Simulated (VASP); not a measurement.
A run of VASP 6.6.1 is set up as follows.

The input INCAR:

```
PREC = Accurate ; ENCUT = 520
EDIFF = 1E-7 ; ISMEAR = 0
SIGMA = 0.15 ; LREAL = False
LASPH = True ; NELM = 150
ALGO = Normal ; ISIF = 2
LWAVE = False ; LCHARG = False
ISPIN = 2 ; MAGMOM = 0.6 0.6
LORBIT = 11 ; NUPDOWN = 1.2
LMAXMIX = 4 ; GGA = PS
NBANDS = 20
```

KPOINTS

```
regular mesh
0
Gamma
  21 21 12
```

The input POSCAR:

```
Ir
1.0
    2.5448121180      0.0000000000      0.0000000000
   -1.2724060590      2.2038719420      0.0000000000
    0.0000000000      0.0000000000      4.1259244814
Ir
2
Direct
    0.6666666667      0.3333333333      0.7500000000
    0.3333333333      0.6666666667      0.2500000000
```

Potentials or basis: VASP PAW PBE potentials, release 64 (Ir).

Launch:

```console
$ cat potpaw_PBE.64/Ir/POTCAR > POTCAR
$ mpirun -np 1 vasp_std > vasp.out
```

Estimate the pressure.

133.6 GPa.

Stress tensor (GPa, compression positive):
```
132.87   0.00   0.00
  0.00 132.87   0.00
  0.00   0.00 134.95
```

Caveat: the PAW data sets were made with another functional, which shifts forces and pressure a little; the total moment is fixed, so each spin has its own Fermi level.
